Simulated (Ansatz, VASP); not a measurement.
# Two plane-wave programs on MgBe3

INCAR

```
SYSTEM = MgBe3
ALGO     = Fast           ! electronic algorithm
EDIFF    = 1E-7           ! SCF threshold, eV
EDIFFG   = -0.01          ! ionic threshold
ENCUT    = 600            ! plane-wave cutoff, eV
GGA      = PE             ! functional
IBRION   = 2              ! ionic algorithm
ISIF     = 3              ! what is computed and relaxed
ISMEAR   = 0              ! smearing method
LASPH    = .True.         ! aspherical terms in the spheres
LCHARG   = .False.        ! write CHGCAR
LREAL    = .False.        ! projectors in reciprocal space
LWAVE    = .False.        ! write WAVECAR
NELM     = 60             ! most SCF steps
NSW      = 100            ! ionic steps
PREC     = Accurate       ! precision mode
SIGMA    = 0.1            ! smearing width, eV
```

File KPOINTS:

```
k-points
0
Gamma
  12 12 12
  0 0 0
```

The input POSCAR:

```
MgBe3
1.0
    2.0410819855      1.1784192337      4.2761473263
   -2.0410819855      1.1784192337      4.2761473263
    0.0000000000     -2.3568384675      4.2761473263
Mg Be
1 3
Direct
    0.5566540896      0.5566540896      0.5566540896
    0.9130068640      0.9130068640      0.4150504483
    0.9130068640      0.4150504483      0.9130068640
    0.4150504483      0.9130068640      0.9130068640
```

Input for Ansatz:

```yaml
crystal:
  lattice:
    - [2.0410819855, 1.1784192337, 4.2761473263]
    - [-2.0410819855, 1.1784192337, 4.2761473263]
    - [0.0, -2.3568384675, 4.2761473263]
  atoms:
    - { symbol: Mg, position: [0.5566540896, 0.5566540896, 0.5566540896] }
    - { symbol: Be, position: [0.913006864, 0.913006864, 0.4150504483] }
    - { symbol: Be, position: [0.913006864, 0.4150504483, 0.913006864] }
    - { symbol: Be, position: [0.4150504483, 0.913006864, 0.913006864] }
basis:
  ecutwfc: 420
kpoints:
  mp_grid: { grid: [12, 12, 12] }
hamiltonian:
  xc: pbe
scf:
  occupations: { method: gaussian, width: 0.1 }
output:
  forces: true
  stress: true
  eigenvalues: true
  write_density: true
  write_potential: true
  elf: true
  volumetric_format: npy
relax:
  adjacent_minimum: "off"
  f_tol: 0.01
  max_steps: 80
  cell: { stress_tol: 0.05 }
```

Alike in both runs: task relaxation of cell and atoms; functional PBE; k mesh 12 × 12 × 12; occupations gaussian, width 0.1 eV; no spin polarisation.

```csv
,VASP,Ansatz
version,VASP 6.6.1,Ansatz 0.2.0
potentials or method,"VASP PAW PBE potentials, release 64 (Mg, Be), cutoff 600 eV","scalar-relativistic, plane waves, PAW"
valence electrons in the cell,8,16
```

```tsv
	VASP	Ansatz	Ansatz less VASP
gap on the k mesh at the Fermi level, each at its own relaxed structure (eV)	none	none	-
relaxed volume (Å³/atom)	15.47	15.48	+0.005
relaxed cell length with the largest relative difference (Å)	4.899	4.901	+0.0020
```

A gap of «none» marks a metal or a gap that the smearing closes. VASP's potentials hold 8 valence electrons a cell and Ansatz's 16, so a difference there can come from the potentials and not from the codes.
